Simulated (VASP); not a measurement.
A run of VASP 6.6.1 is set up as follows.

File INCAR:

```
PREC     = Accurate       # precision mode
ENCUT    = 500            # plane-wave cutoff, eV
EDIFF    = 1E-7           # SCF threshold, eV
ISMEAR   = -1             # smearing method
SIGMA    = 0.1            # smearing width, eV
LREAL    = False          # projectors in reciprocal space
LASPH    = True           # aspherical terms in the spheres
NELM     = 120            # most SCF steps
ALGO     = Normal         # electronic algorithm
ISIF     = 3              # what is computed and relaxed
LWAVE    = False          # write WAVECAR
LCHARG   = False          # write CHGCAR
GGA      = CA             # functional
IBRION   = 2              # ionic algorithm
NSW      = 80             # ionic steps
EDIFFG   = -0.02          # ionic threshold
PSTRESS  = 50.0         
GGA_COMPAT= False        
NELMIN   = 4
```

File KPOINTS:

```
Automatic mesh
0
Gamma
  7 7 7
```

POSCAR

```
Ru
1.0
    0.0000000000      2.6050000000      2.6050000000
    2.6050000000      0.0000000000      2.6050000000
    2.6050000000      2.6050000000      0.0000000000
Ru
2
Direct
    1.0000000000      1.0000000000      1.0000000000
    0.2500000000      0.2500000000      0.2500000000
```

Potentials or basis: VASP PAW LDA potentials, release 64 (Ru_pv).

Command:

```sh
$ cat potpaw_LDA.64/Ru_pv/POTCAR > POTCAR
$ mpirun -np 1 vasp_std > vasp.out
```

Question: Predict the band gap on the k mesh.

Answer: Zero (bands 14 and 15 overlap by 1.00 eV).

Question: What does it give for the space group after relaxing (to 0.1 Å)?

Answer: Fd-3m (No. 227).

Final structure:
```xyz
2
Lattice="0.0000 2.6612 2.6612 2.6612 0.0000 2.6612 2.6612 2.6612 0.0000" Properties=species:S:1:pos:R:3 pbc="T T T"
Ru    0.0000    0.0000    0.0000
Ru    1.3306    1.3306    1.3306
```

Caveat: the cell is relaxed towards a set pressure, so the run minimises the enthalpy, not the energy.
